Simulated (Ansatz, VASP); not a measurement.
# Sb2Se3 in VASP and in Ansatz

```
Sb Se
1.0
     2.81809   -5.17835    0.00000
     2.81809    5.17835    0.00000
     0.00000    0.00000    7.51266
Sb Se
2 3
Direct
  0.00000 0.00000 0.31453
  0.00000 0.00000 0.68547
  0.76180 0.23820 0.50000
  0.23820 0.76180 0.50000
  0.50000 0.50000 0.50000
```

Alike in both runs: functional PBE; k mesh 3 × 3 × 2; occupations gaussian, width 0.15 eV; no spin polarisation.

Ansatz relaxed the structure, and its values are those at the end. VASP's run is a single point on that final structure, the one shown.

```csv
,VASP,Ansatz
version,VASP 6.6.1,Ansatz 0.2.0
potentials or method,"VASP PAW PBE potentials, release 64 (Sb, Se), cutoff 500 eV","scalar-relativistic, plane waves, PAW"
valence electrons in the cell,28,78
```

Ansatz gave:

| Property | Result |
| --- | --- |
| gap on the k mesh at the Fermi level (eV) | none |
| pressure (GPa) | 0.2 |
| rms of the force components (eV/Å) | 0.024 |

Q: Which values does VASP return?

A: gap on the k mesh at the Fermi level (eV): none; pressure (GPa): 0.2; rms of the force components (eV/Å): 0.032.

A gap of «none» marks a metal or a gap that the smearing closes. With one functional, cell and mesh, what is left measures potentials, basis and numerics. VASP's potentials hold 28 valence electrons a cell and Ansatz's 78, so a difference there can come from the potentials and not from the codes.

The k mesh is coarse, so the values compare programs but aren't converged. Spin-orbit coupling is off throughout.
